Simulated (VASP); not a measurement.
# CaSe in VASP: a series of runs, part 2 of 2

VASP 6.6.1. The steps go on from the part before.

### 3 Single point, PBEsol (volume scaled by 1.040)

INCAR reads:

```
SYSTEM = CaSe
  PREC = Accurate
  ENCUT = 520
  EDIFF = 1E-7
  ISMEAR = 0
  SIGMA = 0.05
  LREAL = .False.
  LASPH = .True.
  NELM = 100
  ALGO = Normal
  ISIF = 2
  LWAVE = .False.
  LCHARG = .True.
  GGA = PS
  LELF = .True.
  LVHAR = .True.
  NBANDS = 15
```

KPOINTS reads:

```
regular mesh
0
Gamma
  10 10 10
  0 0 0
```

POSCAR reads:

```
CaSe
1.0
    0.0000000000      2.9728785608      2.9728785608
    2.9728785608      0.0000000000      2.9728785608
    2.9728785608      2.9728785608      0.0000000000
Ca Se
1 1
Direct
    0.5000000000      0.5000000000      0.5000000000
    0.0000000000      0.0000000000      0.0000000000
```

Potentials or basis: VASP PAW PBE potentials, release 64 (Ca_sv, Se).

Run with:

```
cat potpaw_PBE.64/Ca_sv/POTCAR potpaw_PBE.64/Se/POTCAR > POTCAR
mpirun -np 1 vasp_std > vasp.out
```

It took 29 s on 1 thread of Intel Xeon Platinum 8259CL at 2.50GHz (Skylake/Cascade Lake), shared host; peak memory 0.19 GiB.

It converged, with:

| Property | Result |
| --- | --- |
| Free energy | -10.0646 eV |
| Pressure | -1.7 GPa |
| Band gap on the k mesh | 1.96 eV, indirect (least direct gap 2.90 eV) |

Levels at points of the mesh, in eV from the valence-band top:
```csv
k point,band 4,band 5,band 6,band 7,band 8,band 9,band 10,band 11,band 12,band 13
"(0.00, 0.00, 0.00)",-20.66,-11.77,0.00,0.00,0.00,3.10,3.66,3.66,3.66,4.24
"(0.50, 0.00, 0.00)",-20.67,-11.09,-3.28,-1.18,-1.18,4.35,5.41,5.45,5.45,7.45
"(0.50, 0.50, 0.00)",-20.69,-11.20,-2.52,-0.93,-0.93,1.96,4.87,5.01,5.96,5.99
```

Caveat: the cell differs from its parent crystal (volume scaled by 1.040); the PAW data sets were made with another functional, which shifts forces and pressure a little.

### 4 Single point, PBEsol

This run uses another cell than the first one, of 25.01 Å³/atom, 0.969 times its volume.

INCAR reads:

```
ALGO = Normal ; EDIFF = 1E-7
ENCUT = 520 ; GGA = PS
ISIF = 2 ; ISMEAR = 0
LASPH = T ; LCHARG = F
LREAL = F ; LWAVE = F
NBANDS = 15 ; NELM = 100
PREC = Accurate ; SIGMA = 0.05
```

KPOINTS reads:

```
k-points
0
Gamma
  10 10 10
```

POSCAR reads:

```
CaSe
1.0
    0.0000000000      2.9342653778      2.9049227240
    2.9342653778      0.0000000000      2.9049227240
    2.9342653778      2.9342653778      0.0000000000
Ca Se
1 1
Direct
    0.5000000000      0.5000000000      0.5000000000
    0.0000000000      0.0000000000      0.0000000000
```

Run with:

```
cat potpaw_PBE.64/Ca_sv/POTCAR potpaw_PBE.64/Se/POTCAR > POTCAR
mpirun -np 1 vasp_std > vasp.out
```

Wall time 54 s (1 thread of Intel Xeon Platinum 8259CL at 2.50GHz (Skylake/Cascade Lake), shared host); peak memory 0.23 GiB.

It converged, with:

```yaml
Free_energy: -10.0714 eV
Pressure: 0.8 GPa
Band_gap_on_the_k_mesh: 1.83 eV, indirect (least direct gap 2.80 eV)
```

Stress tensor (GPa, compression positive):
```
0.40 0.00 0.00
0.00 0.40 0.00
0.00 0.00 1.48
```

Levels at points of the mesh, in eV from the valence-band top:
```csv
k point,band 5,band 6,band 7,band 8,band 9,band 10,band 11,band 12
"(0.00, 0.00, 0.00)",-11.95,-0.01,-0.01,0.00,3.35,3.60,3.60,3.67
"(0.50, 0.00, 0.00)",-11.17,-3.47,-1.30,-1.29,4.43,5.53,5.56,5.57
"(0.50, 0.50, 0.00)",-11.32,-2.63,-1.01,-1.01,1.83,5.07,5.10,6.14
"(0.50, 0.00, 0.50)",-11.33,-2.66,-0.98,-0.96,1.84,5.04,5.12,6.12
```

Caveat: the PAW data sets were made with another functional, which shifts forces and pressure a little. A k mesh can miss the band edges.

### 5 Single point, PBEsol (atom 2 (Se) moved 0.02 Å along x)

INCAR reads:

```
SYSTEM = CaSe
PREC = Accurate
ENCUT = 520
EDIFF = 1E-7
ISMEAR = 0
SIGMA = 0.05
LREAL = .False.
LASPH = .True.
NELM = 100
ALGO = Normal
ISIF = 2
LWAVE = .False.
LCHARG = .False.
GGA = PS
NBANDS = 15
```

KPOINTS reads:

```
Automatic mesh
0
Gamma
  10 10 10
  0 0 0
```

POSCAR reads:

```
CaSe
1.0
    0.0000000000      2.9342653778      2.9342653778
    2.9342653778      0.0000000000      2.9342653778
    2.9342653778      2.9342653778      0.0000000000
Ca Se
1 1
Direct
    0.5000000000      0.5000000000      0.5000000000
   -0.0034080080      0.0034080080      0.0034080080
```

Potentials or basis: VASP PAW PBE potentials, release 64 (Ca_sv, Se).

Run with:

```
cat potpaw_PBE.64/Ca_sv/POTCAR potpaw_PBE.64/Se/POTCAR > POTCAR
mpirun -np 1 vasp_std > vasp.out
```

OUTCAR:

```text
SYSTEM = CaSe
   PREC = Accurate
   ENCUT = 520
   EDIFF = 1E-7
   ISMEAR = 0
   LREAL = .False.
   LASPH = .True.
   NELM = 100
   ISIF = 2
   GGA = PS

 ion  position               nearest neighbor table
   1  0.500  0.500  0.500-   2 2.91   2 2.93   2 2.93   2 2.93   2 2.93   2 2.95
   2  0.997  0.003  0.003-   1 2.91   1 2.93   1 2.93   1 2.93   1 2.93   1 2.95

  LATTYP: Found a face centered cubic cell.
 ALAT       =     5.8685307556

  Lattice vectors:

 A1 = (   0.0000000000,   2.9342653778,   2.9342653778)
 A2 = (   2.9342653778,   0.0000000000,   2.9342653778)
 A3 = (   2.9342653778,   2.9342653778,   0.0000000000)
[... 609 lines left out ...]
     12       6.8153      0.00000
     13       7.6873      0.00000
     14       7.7015      0.00000
     15      12.4192      0.00000

 [... further k-points ...]
[... 5 lines left out ...]
  --------------------------------------------------------------------------------------
  -------------------------------------------------------------------------------------
  Total        0.0720844      0.0630058      0.0630058     -0.0000000      0.0000000      0.0000000
  in kB        2.2857234      1.9978497      1.9978497     -0.0000000      0.0000000      0.0000000
  external PRESSURE =       2.0938076 kB  Pullay stress =       0.0000000 kB

 VOLUME and BASIS-vectors are now :
 -----------------------------------------------------------------------------
  energy-cutoff  :      520.00
  volume of cell :       50.53
      direct lattice vectors                 reciprocal lattice vectors
     0.000000000  2.934265378  2.934265378    -0.170400402  0.170400402  0.170400402
     2.934265378  0.000000000  2.934265378     0.170400402 -0.170400402  0.170400402
     2.934265378  2.934265378  0.000000000     0.170400402  0.170400402 -0.170400402

 POSITION                                       TOTAL-FORCE (eV/Angst)
 -----------------------------------------------------------------------------------
      2.93427      2.93427      2.93427         0.065805      0.000000      0.000000
      0.02000      2.93427      2.93427        -0.065805      0.000000      0.000000
 -----------------------------------------------------------------------------------
    total drift:                                0.000065      0.000000      0.000000

  FREE ENERGIE OF THE ION-ELECTRON SYSTEM (eV)
  ---------------------------------------------------
  free  energy   TOTEN  =       -10.0734445723 eV

  energy  without entropy=      -10.0734445723  energy(sigma->0) =      -10.07344457
```

stdout:

```text
POSCAR found type information on POSCAR CaSe
 POSCAR found :  2 types and       2 ions
 scaLAPACK will be used
 -----------------------------------------------------------------------------
|                                                                             |
|                                                                             |
|     You enforced a specific xc type in the INCAR file but a different       |
|     I HOPE YOU KNOW WHAT YOU ARE DOING!                                     |
|                                                                             |
 -----------------------------------------------------------------------------

 LDA part: xc-table for (Slater+PW92), standard interpolation
 POSCAR, INCAR and KPOINTS ok, starting setup
 FFT: planning ... GRIDC
 FFT: planning ... GRID_SOFT
 FFT: planning ... GRID
 WAVECAR not read
 entering main loop
```

Run time: 53 s. Hardware: 1 thread of Intel Xeon Platinum 8259CL at 2.50GHz (Skylake/Cascade Lake), shared host; peak memory 0.23 GiB.

What came out:

```
Free energy            : -10.0734 eV
Pressure               : 0.2 GPa
Largest force          : 0.066 eV/Å
Band gap on the k mesh : 1.87 eV, indirect (least direct gap 2.84 eV)
```

Forces on the atoms (eV/Å):
```
Ca   0.066  0.000  0.000
Se  -0.066  0.000  0.000
```

Levels at points of the mesh, in eV from the valence-band top:
```
           k point  band 4  band 5  band 6  band 7  band 8  band 9  band 10  band 11  band 12  band 13
(0.00, 0.00, 0.00)  -20.55  -11.91    0.00    0.00    0.00    3.31     3.64     3.64     3.64     4.26
(0.50, 0.00, 0.00)  -20.56  -11.15   -3.43   -1.27   -1.26    4.42     5.51     5.54     5.55     7.68
(0.50, 0.50, 0.00)  -20.59  -11.30   -2.62   -0.97   -0.97    1.87     5.04     5.07     6.12     6.12
(0.00, 0.50, 0.50)  -20.59  -11.30   -2.62   -0.97   -0.97    1.87     5.04     5.07     6.12     6.12
```

Caveat: the cell differs from its parent crystal (atom 2 (Se) moved 0.02 Å along x); the PAW data sets were made with another functional, which shifts forces and pressure a little. A k mesh can miss the band edges.

### 6 The runs side by side

| cell | gap on the mesh (eV) | pressure (GPa) |
| --- | --- | --- |
| a = 4.180 Å, angles 60.0°, 2 atoms | 1.92 | -0.9 |
| a = 4.204 Å, angles 60.0°, 2 atoms | 1.96 | -1.7 |
| a = 4.129, b = 4.129, c = 4.150 Å, angles 59.8, 59.8, 60.3°, 2 atoms | 1.83 | 0.8 |
| a = 4.150 Å, angles 60.0°, 2 atoms | 1.87 | 0.2 |

Alike in all rows: task single point; level PBEsol; potentials or basis VASP PAW PBE potentials, release 64 (Ca_sv, Se); no spin polarisation; k mesh 10 × 10 × 10; cutoff (eV) 520; smearing gaussian 0.05 eV.

Caveats: the PAW data sets were made with another functional, which shifts forces and pressure a little.

Total energies depend on the potentials used, so only differences within one code and one set of settings carry meaning.
